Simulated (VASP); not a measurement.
A run of VASP 6.6.1 is set up as follows.

File INCAR:

```
SYSTEM = Te2Pb3Se
  PREC = Accurate
  ENCUT = 520
  EDIFF = 1E-6
  ISMEAR = 0
  SIGMA = 0.02
  LREAL = .FALSE.
  LASPH = .TRUE.
  NELM = 80
  ALGO = Normal
  ISIF = 2
  LWAVE = .FALSE.
  LCHARG = .FALSE.
  GGA = PE
  NBANDS = 39
  KPAR = 4
```

Contents of KPOINTS:

```
Automatic mesh
0
G
  12 12 12
  0 0 0
```

POSCAR

```
Te2Pb3Se
1.0
   -2.2867271000      2.2867271000      9.6710462000
    2.2867271000     -2.2867271000      9.6710462000
    2.2867271000      2.2867271000     -9.6710462000
Te Pb Se
2 3 1
Direct
    0.8317730000      0.8317730000      0.0000000000
    0.1682270000      0.1682270000      0.0000000000
    0.6602690000      0.6602690000      0.0000000000
    0.3397310000      0.3397310000      0.0000000000
    0.0000000000      0.0000000000      0.0000000000
    0.5000000000      0.5000000000      0.0000000000
```

Potentials or basis: VASP PAW PBE potentials, release 64 (Te, Pb_d, Se).

The run is started by

```sh
$ cat potpaw_PBE.64/Te/POTCAR potpaw_PBE.64/Pb_d/POTCAR potpaw_PBE.64/Se/POTCAR > POTCAR
$ mpirun -np 4 vasp_std > vasp.out
```

(1) Predict the band gap on the k mesh.

(2) Predict the pressure.

Answers

(1) 0.53 eV.

(2) 0.0 GPa.

Caveat: spin-orbit coupling is left out, which moves the levels of the heavy elements.
